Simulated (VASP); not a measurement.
## InSe: single point with PBE

InSe:

```
CELL_PARAMETERS angstrom
3.70327 0.00000 0.00000
0.00000 3.70327 0.00000
0.00000 0.00000 3.70327
ATOMIC_POSITIONS crystal
In 0.50000 0.50000 0.50000
Se 0.00000 0.00000 0.00000
```

- Program: VASP 6.6.1
- Task: single point
- Functional: PBE
- Potentials or basis: VASP PAW PBE potentials, release 64 (In_d, Se)
- Cutoff: 520 eV
- k mesh: 7 × 7 × 7
- Occupations: fermi-dirac, width 0.05 eV
- Spin: no spin polarisation

```yaml
Pressure: -2.5 GPa
```

Levels at points of the mesh, in eV from the Fermi level:
| k point | band 6 | band 7 | band 8 | band 9 | band 10 | band 11 | band 12 | band 13 |
| --- | --- | --- | --- | --- | --- | --- | --- | --- |
| (0.00, 0.00, 0.00) | -13.11 | -3.58 | -1.26 | -1.26 | -1.26 | 5.39 | 5.39 | 7.93 |

Wall time 7.9 s on 1 thread of AMD EPYC 9R45 (Zen 5) (shared host), peak memory 0.13 GiB.

Caveat: spin-orbit coupling is left out, which moves the levels of the heavy elements.
